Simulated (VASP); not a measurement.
Crystal: Li4In.

```
Li In
1.0
    -2.62088    2.62088    2.62088
     2.62088   -2.62088    2.62088
     2.62088    2.62088   -2.62088
Li In
4 1
Direct
  0.00000 0.00000 0.50000
  0.00000 0.50000 0.00000
  0.50000 0.00000 0.00000
  0.50000 0.50000 0.50000
  0.00000 0.00000 0.00000
```

The cell was built from a structure type or drawn by symmetry, and may not be a known phase.

* Program: VASP 6.6.1
* Task: relaxation of cell and atoms
* Functional: PBE
* Potentials or basis: VASP PAW PBE potentials, release 64 (Li_sv, In_d)
* Cutoff: 600 eV
* k mesh: 6 × 6 × 6
* Occupations: gaussian, width 0.1 eV
* Spin: no spin polarisation

At the start: pressure 26.0 GPa; volume 14.40 Å³/atom.

Q: How do energy, volume and symmetry change on relaxing?

A: Over 4 steps the energy falls by 582.0 meV/atom and the volume is 24.28 Å³/atom (+68.6 %); space group Im-3m (No. 229, to 0.1 Å) before and after.

Step by step:
| step | energy change (eV) | largest force (eV/Å) | pressure (GPa) | volume (Å³) |
| --- | --- | --- | --- | --- |
| 1 | 0.0000 | 0.0000 | 26.00 | 72.01 |
| 2 | -2.4866 | 0.0000 | 6.75 | 99.22 |
| 3 | -2.8944 | 0.0000 | 1.08 | 116.99 |
| 4 | -2.9100 | 0.0000 | 0.06 | 121.42 |

Final structure:
```xyz
5
Lattice="-3.1194 3.1194 3.1194 3.1194 -3.1194 3.1194 3.1194 3.1194 -3.1194" Properties=species:S:1:pos:R:3 pbc="T T T"
Li    1.5597    1.5597   -1.5597
Li    1.5597    4.6791    1.5597
Li   -1.5597    1.5597    1.5597
Li    1.5597    1.5597    1.5597
In    3.1194    3.1194   -3.1194
```

Caveat: the cutoff is under 1.25 times the usual one of these potentials, so pressure, stress and relaxed cells hold a basis-set (Pulay) error; the volume moved by over 15 % at a fixed basis, so the end points are rough.
